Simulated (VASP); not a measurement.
Set up this calculation in VASP 6.6.1, as the native input.

* Task: single point
* Functional: PBE
* Dispersion: D3(BJ)
* Potentials or basis: VASP PAW PBE potentials, release 64 (C, O)
* Cutoff: 520 eV
* k mesh: 8 × 7 × 1
* Occupations: gaussian, width 0.05 eV
* Spin: no spin polarisation
* Dipole correction: yes
* Further INCAR settings: ALGO = Normal; EDIFF = 1e-07; NBANDS = 37

The structure of C11O lies in POSCAR:

```
C11O
1.0
    3.6473242347      0.0000000000      0.0000000000
   -1.6658829406      3.9310150970      0.0000000000
    0.0000000000      0.0000000000     23.1809581692
C O
11 1
Direct
    0.5001799340      0.3333933113      0.1725554212
    0.4998200660      0.6666066887      0.1725554212
    0.5001799340      0.8333933113      0.2257231425
    0.4998200660      0.1666066887      0.2257231425
    0.5000212331      0.3353169669      0.2788716798
    0.4999787669      0.6646830331      0.2788716798
    0.5001286273      0.8366480408      0.3322552327
    0.4998713727      0.1633519592      0.3322552327
    0.4997623703      0.3544335274      0.3809574266
    0.5002376297      0.6455664726      0.3809574266
    0.9997623703      1.1044335274      0.5470420194
    0.9997623703      1.1044335274      0.4974323358
```

These files were run (other wordings do the same):

INCAR

```
SYSTEM = C11O
PREC = Accurate
ENCUT = 520
EDIFF = 1E-7
ISMEAR = 0
SIGMA = 0.05
LREAL = .FALSE.
LASPH = .TRUE.
NELM = 80
ALGO = Normal
ISIF = 2
LWAVE = .FALSE.
LCHARG = .TRUE.
LDIPOL = .TRUE.
IDIPOL = 3
DIPOL = 0.5 0.5 0.319
GGA = PE
IVDW = 12
LELF = .TRUE.
LVHAR = .TRUE.
LVACPOTAV = .TRUE.
NBANDS = 37
```

KPOINTS

```
regular mesh
0
G
  8 7 1
  0 0 0
```

Potentials or basis: VASP PAW PBE potentials, release 64 (C, O).

Command:

```sh
$ cat potpaw_PBE.64/C/POTCAR potpaw_PBE.64/O/POTCAR > POTCAR
$ mpirun -np 1 vasp_std > vasp.out
```

It gave:

- Largest force: 6.771 eV/Å
- Band gap on the k mesh: zero (bands 25 and 26 overlap by 0.73 eV)
- Dispersion energy per atom: -0.108 eV

It took 16 min on 1 thread of Intel(R) Xeon(R) Platinum 8375C CPU @ 2.90GHz (Ice Lake), with other jobs on the host, peak memory 0.53 GiB.
